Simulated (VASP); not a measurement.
# P (Fm-3m) in VASP: a series of runs, part 2 of 2

VASP 6.6.1. The steps go on from the part before.

## (4) Single point, r2SCAN

This run uses another cell than the first one, of 14.64 Å³/atom, 0.926 times its volume.

POSCAR reads:

```
P
1.0
    0.0000000000      1.9417425529      1.9417425529
    1.9417425529      0.0000000000      1.9417425529
    1.9417425529      1.9417425529      0.0000000000
P
1
Direct
    0.0000000000      0.0000000000      0.0000000000
```

INCAR.step1 reads:

```
PREC     = Accurate       # precision mode
ENCUT    = 520            # plane-wave cutoff, eV
ISMEAR   = -1             # smearing method
SIGMA    = 0.1            # smearing width, eV
LREAL    = F              # projectors in reciprocal space
LASPH    = T              # aspherical terms in the spheres
NELM     = 60             # most SCF steps
NBANDS   = 8              # bands
GGA      = PE             # functional
ALGO     = Normal         # electronic algorithm
EDIFF    = 1E-4           # SCF threshold, eV
LWAVE    = T              # write WAVECAR
LCHARG   = F              # write CHGCAR
```

INCAR.step2 reads:

```
PREC     = Accurate       # precision mode
ENCUT    = 520            # plane-wave cutoff, eV
EDIFF    = 1E-6           # SCF threshold, eV
ISMEAR   = -1             # smearing method
SIGMA    = 0.1            # smearing width, eV
LREAL    = F              # projectors in reciprocal space
LASPH    = T              # aspherical terms in the spheres
NELM     = 60             # most SCF steps
ALGO     = Normal         # electronic algorithm
ISIF     = 2              # what is computed and relaxed
LWAVE    = F              # write WAVECAR
LCHARG   = F              # write CHGCAR
METAGGA  = R2SCAN         # meta-GGA
LMIXTAU  = T            
NBANDS   = 8              # bands
ISTART   = 1
```

KPOINTS reads:

```
regular mesh
0
Gamma
  23 23 23
```

Potentials or basis: VASP PAW PBE potentials, release 64 (P).

The run is started by

```console
$ cat potpaw_PBE.64/P/POTCAR > POTCAR
$ cp INCAR.step1 INCAR
$ mpirun -np 1 vasp_std > vasp.out
$ cp INCAR.step2 INCAR
$ mpirun -np 1 vasp_std > vasp.out
```

OUTCAR:

```text
PREC = Accurate
   ENCUT = 520
   EDIFF = 1E-6
   ISMEAR = -1
   LREAL = F
   LASPH = T
   NELM = 60
   ISIF = 2
   METAGGA = R2SCAN
   ISTART = 1

 ion  position               nearest neighbor table
   1  0.000  0.000  0.000-

  LATTYP: Found a face centered cubic cell.
 ALAT       =     3.8834851058

  Lattice vectors:

 A1 = (   0.0000000000,   1.9417425529,   1.9417425529)
 A2 = (   1.9417425529,   0.0000000000,   1.9417425529)
 A3 = (   1.9417425529,   1.9417425529,   0.0000000000)

Analysis of symmetry for initial positions (statically):
=====================================================================
 Subroutine PRICEL returns:
 Original cell was already a primitive cell.

 Routine SETGRP: Setting up the symmetry group for a
 face centered cubic supercell.

 Subroutine GETGRP returns: Found 48 space group operations
 (whereof 48 operations were pure point group operations)
 out of a pool of 48 trial point group operations.

The static configuration has the point symmetry O_h .

Analysis of symmetry for dynamics (positions and initial velocities):
[... 158 lines left out ...]
 val. band max:        9.7000580469   @ k =   0.3478   0.2609   0.0435
 cond. band min:       9.7050715164   @ k =   0.3913   0.2609   0.1304
 fundamental gap:      0.0050134695
 Fermi energy:         9.7017972284

 k-point     1 :       0.0000    0.0000    0.0000
  band No.  band energies     occupation
      1      -7.5077      2.00000
      2      16.8468      0.00000
      3      16.8468      0.00000
      4      16.8468      0.00000
      5      21.7552      0.00000
      6      21.7552      0.00000
      7      21.7552      0.00000
      8      28.3251      0.00000
[... 243 lines left out ...]
 k-point    24 :      -0.4783    0.0435    0.0000
  band No.  band energies     occupation
      1      -1.3285      2.00000
      2       1.3202      2.00000
      3      14.2851      0.00000
      4      14.6184      0.00000
      5      20.5578      0.00000
      6      20.9932      0.00000
      7      21.4290      0.00000
      8      27.5945      0.00000

 [... further k-points ...]

------------------------ aborting loop because EDIFF is reached ----------------------------------------

  FORCE on cell =-STRESS in cart. coord.  units (eV):
  Direction    XX          YY          ZZ          XY          YZ          ZX
  --------------------------------------------------------------------------------------
  -------------------------------------------------------------------------------------
  Total       -0.0002470     -0.0002470     -0.0002470      0.0000000      0.0000000      0.0000000
  in kB       -0.0270271     -0.0270271     -0.0270271      0.0000000      0.0000000      0.0000000
  external PRESSURE =      -0.0270271 kB  Pullay stress =       0.0000000 kB

 VOLUME and BASIS-vectors are now :
 -----------------------------------------------------------------------------
  energy-cutoff  :      520.00
  volume of cell :       14.64
      direct lattice vectors                 reciprocal lattice vectors
     0.000000000  1.941742553  1.941742553    -0.257500666  0.257500666  0.257500666
     1.941742553  0.000000000  1.941742553     0.257500666 -0.257500666  0.257500666
     1.941742553  1.941742553  0.000000000     0.257500666  0.257500666 -0.257500666

 POSITION                                       TOTAL-FORCE (eV/Angst)
 -----------------------------------------------------------------------------------
      0.00000      0.00000      0.00000        -0.000000     -0.000000      0.000000
 -----------------------------------------------------------------------------------
    total drift:                                0.000000     -0.000000     -0.000000

  FREE ENERGIE OF THE ION-ELECTRON SYSTEM (eV)
  ---------------------------------------------------
  free  energy   TOTEN  =        -7.8658776463 eV

  energy  without entropy=       -7.8500958350  energy(sigma->0) =       -7.85798674
```

OUTCAR.step1:

```text
PREC = Accurate
   ENCUT = 520
   ISMEAR = -1
   LREAL = F
   LASPH = T
   NELM = 60
[... 477 lines left out ...]

 POSITION                                       TOTAL-FORCE (eV/Angst)
 -----------------------------------------------------------------------------------
      0.00000      0.00000      0.00000        -0.000000     -0.000000      0.000000
 -----------------------------------------------------------------------------------
    total drift:                                0.000000      0.000000     -0.000000

  FREE ENERGIE OF THE ION-ELECTRON SYSTEM (eV)
  ---------------------------------------------------
  free  energy   TOTEN  =        -4.5265998223 eV

  energy  without entropy=       -4.5099057436  energy(sigma->0) =       -4.51825278
```

OSZICAR.step1:

```text
N       E                     dE             d eps       ncg     rms          rms(c)
DAV:   1     0.532177979382E+00    0.53218E+00   -0.20929E+03  5976   0.449E+02
DAV:   2    -0.449454330601E+01   -0.50267E+01   -0.48815E+01  8840   0.473E+01
DAV:   3    -0.453559681911E+01   -0.41054E-01   -0.40987E-01  6456   0.465E+00
DAV:   4    -0.453565024491E+01   -0.53426E-04   -0.53426E-04  9840   0.182E-01
DAV:   5    -0.453565025556E+01   -0.10649E-07   -0.10293E-07  6440   0.156E-03    0.396E+00
DAV:   6    -0.452917410211E+01    0.64762E-02   -0.45516E-03  6760   0.350E-01    0.229E+00
DAV:   7    -0.452659877909E+01    0.25753E-02   -0.76132E-03  6448   0.460E-01    0.113E-01
DAV:   8    -0.452659982234E+01   -0.10433E-05   -0.77882E-05  6448   0.621E-02
   1 F= -.45265998E+01 E0= -.45182528E+01  d E =-.166941E-01
```

It took 54 s on 1 thread of Intel Xeon 6975P-C (Granite Rapids), shared host; peak memory 0.15 GiB.

What came out:

| Item | Value |
| --- | --- |
| Free energy | -7.8659 eV |
| Pressure | 0.0 GPa |

Levels at points of the mesh, in eV from the Fermi level:
```tsv
k point	band 1	band 2	band 3	band 4	band 5	band 6	band 7
(0.00, 0.00, 0.00)	-17.21	7.15	7.15	7.15	12.05	12.05	12.05
```

Caveat: the PAW data sets were made with another functional, which shifts forces and pressure a little.

## (5) Summary

```tsv
cell	k mesh	gap on the mesh (eV)	pressure (GPa)
a = 2.817 Å, angles 60.0°, 1 atom	16 × 16 × 16	none	-5.9
a = 2.852 Å, angles 60.0°, 1 atom	16 × 16 × 16	none	-8.3
a = 2.746 Å, angles 60.0°, 1 atom	23 × 23 × 23	none	0.0
```

Alike in all rows: task single point; level r2SCAN; potentials or basis VASP PAW PBE potentials, release 64 (P); no spin polarisation; cutoff (eV) 520; smearing fermi-dirac 0.1 eV.

Caveats: the PAW data sets were made with another functional, which shifts forces and pressure a little.

Total energies depend on the potentials used, so only differences within one code and one set of settings carry meaning.
